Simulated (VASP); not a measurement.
# TePb (CsCl type) (Pm-3m) in VASP: notebook, part 2 of 2

VASP 6.6.1.

## 4. Relaxation of cell and atoms, PBE, target pressure 3.3 GPa, at which the enthalpy is minimised

INCAR reads:

```
  PREC = Accurate
  ENCUT = 600
  EDIFF = 1E-7
  ISMEAR = -1
  SIGMA = 0.08
  LREAL = False
  LASPH = True
  NELM = 80
  ALGO = Normal
  ISIF = 3
  LWAVE = False
  LCHARG = False
  GGA = PE
  IBRION = 2
  NSW = 32
  EDIFFG = -0.005
  PSTRESS = 33.0
```

KPOINTS reads:

```
regular mesh
0
Gamma
  11 11 11
```

POSCAR reads:

```
TePb
1.0
    3.9058049135      0.0000000000      0.0000000000
    0.0000000000      3.9058049135      0.0000000000
    0.0000000000      0.0000000000      3.9058049135
Pb Te
1 1
Direct
    0.0000000000      0.0000000000      0.0000000000
    0.5000000000      0.5000000000      0.5000000000
```

Launch:

```sh
> cat potpaw_PBE.64/Pb_d/POTCAR potpaw_PBE.64/Te/POTCAR > POTCAR
> mpirun -np 1 vasp_std > vasp.out
```

It took 38 s on 1 thread of Intel Xeon Platinum 8259CL at 2.50GHz (Skylake/Cascade Lake), shared host; peak memory 0.22 GiB.

It converged, with:

```
Free energy                                                : -7.0352 eV
Relaxed volume                                             : 29.76 Å³/atom
Relaxed cell                                               : a = 3.904 Å, b = 3.904 Å, c = 3.904 Å, α = 90.00°, β = 90.00°, γ = 90.00°
Space group after relaxing (to 0.1 Å)                      : Pm-3m (No. 221)
Energy change on relaxing (the run minimises the enthalpy) : +0.7 meV/atom
Ionic steps                                                : 2
Pressure after relaxing                                    : 3.3 GPa
Band gap on the k mesh                                     : zero (bands 10 and 11 overlap by 1.27 eV)
```

Step by step:
```
step  energy change (eV)  largest force (eV/Å)  pressure (GPa)  volume (Å³)
   1              0.0000                0.0000            3.26        59.58
   2              0.0014                0.0000            3.32        59.51
```

Final structure:
```yaml
crystal:
  lattice:
    - [3.90426, 0.00000, 0.00000]
    - [0.00000, 3.90426, 0.00000]
    - [0.00000, 0.00000, 3.90426]
  atoms:
    - { symbol: Pb, position: [0.00000, 0.00000, 0.00000] }
    - { symbol: Te, position: [0.50000, 0.50000, 0.50000] }
```

Levels at points of the mesh, in eV from the Fermi level:
```
           k point  band 8  band 9  band 10  band 11  band 12  band 13
(0.00, 0.00, 0.00)   -1.67   -1.67    -1.67     3.97     3.97     5.82
```

Caveat: the cell is relaxed towards a set pressure, so the run minimises the enthalpy, not the energy; spin-orbit coupling is left out, which moves the levels of the heavy elements.

## 5. Relaxation of cell and atoms, PBE, target pressure 3.3 GPa, at which the enthalpy is minimised

This run uses another cell than the first one, of 30.92 Å³/atom.

INCAR reads:

```
PREC = Accurate
ENCUT = 600
EDIFF = 1E-6
ISMEAR = -1
SIGMA = 0.08
LREAL = F
LASPH = T
NELM = 60
ALGO = Normal
ISIF = 3
LWAVE = F
LCHARG = F
GGA = PE
IBRION = 2
NSW = 60
EDIFFG = -0.005
PSTRESS = 33.0
```

KPOINTS reads:

```
Automatic mesh
0
Gamma
  11 11 11
```

POSCAR reads:

```
TePb
1.0
    3.9545864549      0.0000000000      0.0000000000
    0.0000000000      3.9545864549      0.0000000000
    0.0000000000      0.0000000000      3.9545864549
Pb Te
1 1
Direct
    0.0000000000      0.0000000000      0.0000000000
    0.5000000000      0.5000000000      0.5000000000
```

Potentials or basis: VASP PAW PBE potentials, release 64 (Pb_d, Te).

Launch:

```sh
> cat potpaw_PBE.64/Pb_d/POTCAR potpaw_PBE.64/Te/POTCAR > POTCAR
> mpirun -np 1 vasp_std > vasp.out
```

OUTCAR:

```text
PREC = Accurate
   ENCUT = 600
   EDIFF = 1E-6
   ISMEAR = -1
   LREAL = F
   LASPH = T
   NELM = 60
   ISIF = 3
   GGA = PE
   IBRION = 2
   NSW = 60
   EDIFFG = -0.005
   PSTRESS = 33.0

 ion  position               nearest neighbor table
   1  0.000  0.000  0.000-   2 3.42   2 3.42   2 3.42   2 3.42   2 3.42   2 3.42   2 3.42   2 3.42

   2  0.500  0.500  0.500-   1 3.42   1 3.42   1 3.42   1 3.42   1 3.42   1 3.42   1 3.42   1 3.42

  LATTYP: Found a simple cubic cell.
 ALAT       =     3.9545864549

  Lattice vectors:

 A1 = (   3.9545864549,   0.0000000000,   0.0000000000)
 A2 = (   0.0000000000,   3.9545864549,   0.0000000000)
 A3 = (   0.0000000000,   0.0000000000,   3.9545864549)

Analysis of symmetry for initial positions (statically):
=====================================================================
 Subroutine PRICEL returns:
 Original cell was already a primitive cell.

 Routine SETGRP: Setting up the symmetry group for a
 simple cubic supercell.

 Subroutine GETGRP returns: Found 48 space group operations
 (whereof 48 operations were pure point group operations)
 out of a pool of 48 trial point group operations.

The static configuration has the point symmetry O_h .

Analysis of symmetry for dynamics (positions and initial velocities):
=====================================================================
 Subroutine PRICEL returns:
 Original cell was already a primitive cell.

 Routine SETGRP: Setting up the symmetry group for a
 simple cubic supercell.

 Subroutine GETGRP returns: Found 48 space group operations
 (whereof 48 operations were pure point group operations)
 out of a pool of 48 trial point group operations.

The dynamic configuration has the point symmetry O_h .

 Subroutine INISYM returns: Found 48 space group operations
 (whereof 48 operations are pure point group operations),
 and found     1 'primitive' translations

----------------------------------------------------------------------------------------

                                     Primitive cell

  volume of cell :      61.8448

  direct lattice vectors                    reciprocal lattice vectors
     3.954586455  0.000000000  0.000000000     0.252870941  0.000000000  0.000000000
     0.000000000  3.954586455  0.000000000     0.000000000  0.252870941  0.000000000
     0.000000000  0.000000000  3.954586455     0.000000000  0.000000000  0.252870941

  length of vectors
     3.954586455  3.954586455  3.954586455     0.252870941  0.252870941  0.252870941

  position of ions in fractional coordinates (direct lattice)
     0.000000000  0.000000000  0.000000000
     0.500000000  0.500000000  0.500000000

  ion indices of the primitive-cell ions
   primitive index   ion index
                 1           1
                 2           2

----------------------------------------------------------------------------------------

 KPOINTS: Automatic mesh

Automatic generation of k-mesh.
 Grid dimensions read from file:
 generate k-points for:   11   11   11

 Generating k-lattice:

  Cartesian coordinates                     Fractional coordinates (reciprocal lattice)
     0.022988267  0.000000000  0.000000000     0.090909091  0.000000000  0.000000000
     0.000000000  0.022988267  0.000000000     0.000000000  0.090909091  0.000000000
     0.000000000  0.000000000  0.022988267     0.000000000  0.000000000  0.090909091

  Length of vectors
     0.022988267  0.022988267  0.022988267

  Shift w.r.t. Gamma in fractional coordinates (k-lattice)
     0.000000000  0.000000000  0.000000000

 Subroutine IBZKPT returns following result:
 ===========================================

 Found     56 irreducible k-points:

 Following reciprocal coordinates:
            Coordinates               Weight
  0.000000  0.000000  0.000000      1.000000
  0.090909  0.000000  0.000000      6.000000
  0.181818  0.000000  0.000000      6.000000
  0.272727  0.000000  0.000000      6.000000
  0.363636  0.000000  0.000000      6.000000
  0.454545  0.000000  0.000000      6.000000
[... 16 lines left out ...]
  0.181818  0.090909  0.090909     24.000000
  0.272727  0.090909  0.090909     24.000000
 [... further k-points ...]
   k-points           NKPTS =     56   k-points in BZ     NKDIM =     56   number of bands    NBANDS=     14
   number of dos      NEDOS =    301   number of ions     NIONS =      2
   total plane-waves  NPLWV =  32768
   dimension x,y,z NGX =    32 NGY =   32 NGZ =   32
   dimension x,y,z NGXF=    64 NGYF=   64 NGZF=   64
   ions per type =               1   1
   NGX,Y,Z   is equivalent  to a cutoff of  13.45, 13.45, 13.45 a.u.
   NGXF,Y,Z  is equivalent  to a cutoff of  26.90, 26.90, 26.90 a.u.
 SYSTEM =  unknown system
   PREC   = accura    normal or accurate (medium, high low for compatibility)
   ISTART =      0    job   : 0-new  1-cont  2-samecut
   ICHARG =      2    charge: 1-file 2-atom 10-const
   ISPIN  =      1    spin polarized calculation?
   LNONCOLLINEAR =      F non collinear calculations
   LSORBIT =      F    spin-orbit coupling
   LASPH  =      T    aspherical Exc in radial PAW
   ENCUT  =  600.0 eV  44.10 Ry    6.64 a.u.   7.90  7.90  7.90*2*pi/ulx,y,z
   NELM   =     60;   NELMIN=  2; NELMDL= -5     # of ELM steps
   EDIFF  = 0.1E-05   stopping-criterion for ELM
   LREAL  =      F    real-space projection
   EDIFFG = -.5E-02   stopping-criterion for IOM
   NSW    =     60    number of steps for IOM
   IBRION =      2    ionic relax: 0-MD 1-quasi-New 2-CG
   NFREE  =      1    steps in history (QN), initial steepest desc. (CG)
   ISIF   =      3    stress and relaxation
   ISYM   =      2    0-nonsym 1-usesym 2-fastsym
   POTIM  = 0.5000    time-step for ionic-motion
   TEBEG  =    0.0;   TEEND  =   0.0 temperature during run
   PSTRESS=   33.0 pullay stress
   NELECT =      20.0000    total number of electrons
   NUPDOWN=      -1.0000    fix difference up-down
   EMIN   =  10.00;   EMAX   =-10.00  energy-range for DOS
   EFERMI =   0.00;   METHOD = LEGACY
   ISMEAR =    -1;   SIGMA  =   0.08  broadening in eV -4-tet -1-fermi 0-gaus
   EFERMI_NEDOS =   21; number of points for ismear=-14 and -15
   IALGO  =     38    algorithm
   IMIX   =      4    mixing-type and parameters
     AMIX     =   0.40;   BMIX     =  1.00
     AMIX_MAG =   1.60;   BMIX_MAG =  1.00
  volume/ion in A,a.u.               =      30.92       208.67
  Fermi-wavevector in a.u.,A,eV,Ry     =   1.123700  2.123485 17.180103  1.262702
  Thomas-Fermi vector in A             =   2.260368
   LORBIT       =      0    0 simple, 1 ext, 2 COOP (PROOUT), +10 PAW based schemes
   GGA     = PE    functional components
   LHFCALC =     F    Hartree Fock is set to
   AEXX    =    0.0000 exact exchange contribution
   IVDW    =     0    specifies the selected vdW correction
   LEPSILON=     F    determine dielectric tensor
   LRPA    =     F    only Hartree local field effects (RPA)
 conjugate gradient relaxation of ions
 non-spin polarized calculation
  energy-cutoff  :      600.00
  volume of cell :       61.84
 maximum number of plane-waves:      2103
 NGX is ok and might be reduce to    32
   NGX = 15   NGY = 15   NGZ = 15

--------------------------------------- Ionic step        1  -------------------------------------------

 number of electron      19.9999994 magnetization

 Free energy of the ion-electron system (eV)
  ---------------------------------------------------
  ext. energy  EPLUGINS =         0.00000000
  ---------------------------------------------------
  free energy    TOTEN  =        -7.06937208 eV

  energy without entropy =       -7.04152462  energy(sigma->0) =       -7.05544835

 E-fermi :   6.7360     XC(G=0):  -9.8505

 val. band max:        6.6957378167   @ k =   0.4545   0.1818   0.0000
 cond. band min:       6.7362711611   @ k =   0.4545   0.3636   0.2727
 fundamental gap:      0.0405333444
 Fermi energy:         6.7359568152

 k-point     1 :       0.0000    0.0000    0.0000
  band No.  band energies     occupation
      1     -10.3378      2.00000
      2     -10.3378      2.00000
      3     -10.2452      2.00000
      4     -10.2452      2.00000
      5     -10.2452      2.00000
      6      -5.6038      2.00000
      7       0.1315      2.00000
      8       5.1471      2.00000
      9       5.1471      2.00000
     10       5.1471      2.00000
     11      10.7565      0.00000
     12      10.7565      0.00000
     13      12.2788      0.00000
     14      12.2788      0.00000
[... 464 lines left out ...]
  enthalpy is  TOTEN    =        -5.8073566204 eV   P V=        1.2082728894

--------------------------------------- Ionic step        3  -------------------------------------------

 number of electron      19.9999996 magnetization

 Free energy of the ion-electron system (eV)
  ---------------------------------------------------
  ext. energy  EPLUGINS =         0.00000000
  ---------------------------------------------------
  free energy    TOTEN  =        -7.03578412 eV

  energy without entropy =       -7.00707108  energy(sigma->0) =       -7.02142760

 E-fermi :   7.1779     XC(G=0): -10.0288

 val. band max:        7.1449375540   @ k =   0.4545   0.1818   0.0000
 cond. band min:       7.2322627213   @ k =   0.4545   0.2727   0.2727
 fundamental gap:      0.0873251673
 Fermi energy:         7.1779281690

 k-point     1 :       0.0000    0.0000    0.0000
  band No.  band energies     occupation
      1      -9.8703      2.00000
      2      -9.8703      2.00000
      3      -9.7658      2.00000
      4      -9.7658      2.00000
      5      -9.7658      2.00000
      6      -5.4167      2.00000
      7       0.7102      2.00000
      8       5.5099      2.00000
      9       5.5099      2.00000
     10       5.5099      2.00000
     11      11.1524      0.00000
     12      11.1524      0.00000
     13      12.9972      0.00000
     14      12.9972      0.00000
[... 420 lines left out ...]
  FREE ENERGIE OF THE ION-ELECTRON SYSTEM (eV)
  ---------------------------------------------------
  free  energy   TOTEN  =        -7.0357841242 eV

  energy  without entropy=       -7.0070710824  energy(sigma->0) =       -7.02142760

  enthalpy is  TOTEN    =        -5.8095576141 eV   P V=        1.2262265100

 reached required accuracy - stopping structural energy minimisation
```

Wall time 60 s (1 thread of Intel Xeon Platinum 8259CL at 2.50GHz (Skylake/Cascade Lake), shared host); peak memory 0.23 GiB.

Results:

* Free energy: -7.0358 eV
* Relaxed volume: 29.77 Å³/atom
* Relaxed cell: a = 3.905 Å, b = 3.905 Å, c = 3.905 Å, α = 90.00°, β = 90.00°, γ = 90.00°
* Space group after relaxing (to 0.1 Å): Pm-3m (No. 221)
* Energy change on relaxing (the run minimises the enthalpy): +16.8 meV/atom
* Ionic steps: 3
* Pressure after relaxing: 3.3 GPa
* Band gap on the k mesh: zero (bands 10 and 11 overlap by 1.26 eV)

Step by step:
```csv
step,energy change (eV),largest force (eV/Å),pressure (GPa),volume (Å³)
1,0.0000,0.0000,1.43,61.84
2,0.0537,0.0000,4.13,58.66
3,0.0336,0.0000,3.31,59.53
```

Final structure:
```xyz
2
Lattice="3.9047 0.0000 0.0000 0.0000 3.9047 0.0000 0.0000 0.0000 3.9047" Properties=species:S:1:pos:R:3 pbc="T T T"
Pb    0.0000    0.0000    0.0000
Te    1.9524    1.9524    1.9524
```

Levels at points of the mesh, in eV from the Fermi level:
```tsv
k point	band 6	band 7	band 8	band 9	band 10	band 11	band 12	band 13	band 14
(0.00, 0.00, 0.00)	-12.59	-6.47	-1.67	-1.67	-1.67	3.97	3.97	5.82	5.82
```

Caveat: the cell is relaxed towards a set pressure, so the run minimises the enthalpy, not the energy; spin-orbit coupling is left out, which moves the levels of the heavy elements.

## 6. Overview

```csv
task,cell,cutoff (eV),gap on the mesh (eV),pressure (GPa)
single point,"a = 3.906 Å, 2 atoms",520,none,3.2
relaxation of cell and atoms,"relaxed to 3.3 GPa from a = 3.906 Å, 2 atoms",600,none,3.3
relaxation of cell and atoms,"relaxed to 3.3 GPa from a = 3.955 Å, 2 atoms",600,none,3.3
```

Alike in all rows: level PBE; potentials or basis VASP PAW PBE potentials, release 64 (Pb_d, Te); no spin polarisation; k mesh 11 × 11 × 11; smearing fermi-dirac 0.08 eV.

Caveats: spin-orbit coupling is left out, which moves the levels of the heavy elements; the cell is relaxed towards a set pressure, so the run minimises the enthalpy, not the energy (at least some runs); the cell stands under pressure (at least some runs).

Total energies depend on the potentials used, so only differences within one code and one set of settings carry meaning.
